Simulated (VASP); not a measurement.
Runs of VASP 6.6.1 on Re. The structure is that of space group P6/mmm (No. 191), or close to it. The cells are those of the table. This isn't the form of Re at room conditions, which is hcp.

```tsv
cell	k mesh	gap on the mesh (eV)	pressure (GPa)
a = 4.208, b = 4.208, c = 2.637 Å, angles 90.0, 90.0, 120.0°, 3 atoms	9 × 9 × 13	none	54.6
a = 4.391, b = 4.391, c = 2.752 Å, angles 90.0, 90.0, 120.0°, 3 atoms	8 × 8 × 12	none	(a)
a = 4.332, b = 4.332, c = 2.715 Å, angles 90.0, 90.0, 120.0°, 3 atoms	9 × 9 × 13	none	(b)
a = 4.560, b = 4.560, c = 2.858 Å, angles 90.0, 90.0, 120.0°, 3 atoms	9 × 9 × 13	none	-32.1
a = 4.449, b = 4.449, c = 2.788 Å, angles 90.0, 90.0, 120.0°, 3 atoms	9 × 9 × 13	none	-14.7
```

Alike in all rows: task single point; level revPBE; potentials or basis VASP PAW PBE potentials, release 64 (Re_sv_GW); no spin polarisation; cutoff (eV) 500; smearing fermi-dirac 0.1 eV.

Fill in the values left out.

(a) -2.7; (b) 12.4.

Caveats: the PAW data sets were made with another functional, which shifts forces and pressure a little; spin-orbit coupling is left out, which moves the levels of the heavy elements; the cell stands under pressure (at least some runs); the cell stands under tension (at least some runs).

A k mesh can miss the band edges, and the runs leave out spin-orbit coupling on Re.

A gap of «none» marks levels without a gap at the run's occupations.
